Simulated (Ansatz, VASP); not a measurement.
**TaCuRe4S8 in VASP and in Ansatz**

Contents of INCAR:

```
SYSTEM = TaCuRe4S8
PREC     = Accurate       ! precision mode
ENCUT    = 520            ! plane-wave cutoff, eV
EDIFF    = 1E-6           ! SCF threshold, eV
ISMEAR   = 0              ! smearing method
SIGMA    = 0.1629         ! smearing width, eV
LREAL    = .False.        ! projectors in reciprocal space
LASPH    = .True.         ! aspherical terms in the spheres
NELM     = 80             ! most SCF steps
ALGO     = Normal         ! electronic algorithm
ISIF     = 2              ! what is computed and relaxed
LWAVE    = .False.        ! write WAVECAR
LCHARG   = .False.        ! write CHGCAR
GGA      = PE             ! functional
NBANDS   = 62             ! bands
```

The input KPOINTS:

```
regular mesh
0
Gamma
  6 6 6
  0 0 0
```

Contents of POSCAR:

```
TaCuRe4S8
1.0
    0.0000000000      5.0261560000      5.0261560000
    5.0261560000      0.0000000000      5.0261560000
    5.0261560000      5.0261560000      0.0000000000
S Cu Ta Re
8 1 1 4
Direct
    0.6148000000      0.6148000000      0.6148000000
    0.1556000000      0.6148000000      0.6148000000
    0.6148000000      0.6148000000      0.1556000000
    0.6148000000      0.1556000000      0.6148000000
    0.1317000000      0.1317000000      0.1317000000
    0.6049000000      0.1317000000      0.1317000000
    0.1317000000      0.1317000000      0.6049000000
    0.1317000000      0.6049000000      0.1317000000
    0.7500000000      0.7500000000      0.7500000000
    0.0000000000      0.0000000000      0.0000000000
    0.3749000000      0.3749000000      0.3749000000
    0.8753000000      0.3749000000      0.3749000000
    0.3749000000      0.3749000000      0.8753000000
    0.3749000000      0.8753000000      0.3749000000
```

Input for Ansatz:

```yaml
crystal:
  lattice:
    - [0.0, 5.026156, 5.026156]
    - [5.026156, 0.0, 5.026156]
    - [5.026156, 5.026156, 0.0]
  atoms:
    - { symbol: S, position: [0.6148, 0.6148, 0.6148] }
    - { symbol: S, position: [0.1556, 0.6148, 0.6148] }
    - { symbol: S, position: [0.6148, 0.6148, 0.1556] }
    - { symbol: S, position: [0.6148, 0.1556, 0.6148] }
    - { symbol: S, position: [0.1317, 0.1317, 0.1317] }
    - { symbol: S, position: [0.6049, 0.1317, 0.1317] }
    - { symbol: S, position: [0.1317, 0.1317, 0.6049] }
    - { symbol: S, position: [0.1317, 0.6049, 0.1317] }
    - { symbol: Cu, position: [0.75, 0.75, 0.75] }
    - { symbol: Ta, position: [0.0, 0.0, 0.0] }
    - { symbol: Re, position: [0.3749, 0.3749, 0.3749] }
    - { symbol: Re, position: [0.8753, 0.3749, 0.3749] }
    - { symbol: Re, position: [0.3749, 0.3749, 0.8753] }
    - { symbol: Re, position: [0.3749, 0.8753, 0.3749] }
  symmetry: { tolerance: 0.0003 }
kpoints:
  mp_grid: { grid: [6, 6, 6], shift: [0, 0, 0] }
  band_path:
    path:
      - [0.0, 0.0, 0.0]
      - [-0.5, -0.5, 0.0]
      - [-0.375, -0.375, 0.25]
      - [-0.375, 0.0, 0.375]
      - [0.0, 0.0, 0.0]
      - [0.0, 0.0, 0.5]
      - [-0.5, -0.25, 0.25]
      - [-0.5, -0.5, 0.0]
    npoints: 8
magnetization:
  spin_polarized: false
scf:
  occupations: { method: gaussian, width: 0.1629 }
  lower_state_search: "off"
  max_iter: 200
hamiltonian:
  pseudopotentials: { kind: paw }
  xc: pbe
basis:
  ecutwfc: 420
  fft_grid_basis: typed
output:
  forces: true
  stress: true
  eigenvalues: true
  populations: true
  elf: true
  write_potential: true
  volumetric_format: npy
  dos:
    e_range: [-12, 8]
    de: 0.05
    projected: { site_lists: { Cu: [Cu], Re: [Re], S: [S], Ta: [Ta] } }
checkpoint:
  read: saved_state
```

Alike in both runs: task single point; functional PBE; k mesh 6 × 6 × 6; occupations gaussian, width 0.1629 eV; no spin polarisation.

```csv
,VASP,Ansatz
version,VASP 6.6.1,Ansatz 0.2.0
potentials or method,"VASP PAW PBE potentials, release 64 (S, Cu, Ta_pv, Re), cutoff 520 eV",PAW plane waves
valence electrons in the cell,98,140
```

```csv
,VASP,Ansatz,Ansatz less VASP
pressure (GPa),-0.8,-1.2,-0.41
rms of the force components (eV/Å),0.142,0.155,+0.0130
```

Atom by atom the forces differ by 0.016 eV/Å (rms over components). VASP's potentials hold 98 valence electrons a cell and Ansatz's 140, so a difference there can come from the potentials and not from the codes.

Spin-orbit coupling is off throughout.
